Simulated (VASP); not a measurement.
The system is MgO.

```
Mg O
1.0
     0.00000    2.28201    2.28201
     2.28201    0.00000    2.28201
     2.28201    2.28201    0.00000
Mg O
1 1
Direct
  0.00000 0.00000 0.00000
  0.25000 0.25000 0.25000
```

Base run:

- Program: VASP 6.6.1
- Functional: r2SCAN
- Potentials or basis: VASP PAW PBE potentials, release 64 (Mg, O)
- Cutoff: 660 eV
- k mesh: 10 × 10 × 10
- Occupations: gaussian, width 0.01 eV
- Spin: no spin polarisation

Its results: band gap on the k mesh 4.33 eV, direct; pressure -0.7 GPa.

Task: The run is repeated on the same cell with these changes: functional from r2SCAN to HSE06; cutoff from 660 eV to 520 eV; k mesh from 10 × 10 × 10 to 6 × 6 × 6. What comes out?

Result: Band gap on the k mesh 5.24 eV, direct; pressure -0.1 GPa.

Several settings changed at once, so the effect can't be laid on one alone.

Caveats: the PAW data sets were made with another functional, which shifts forces and pressure a little.

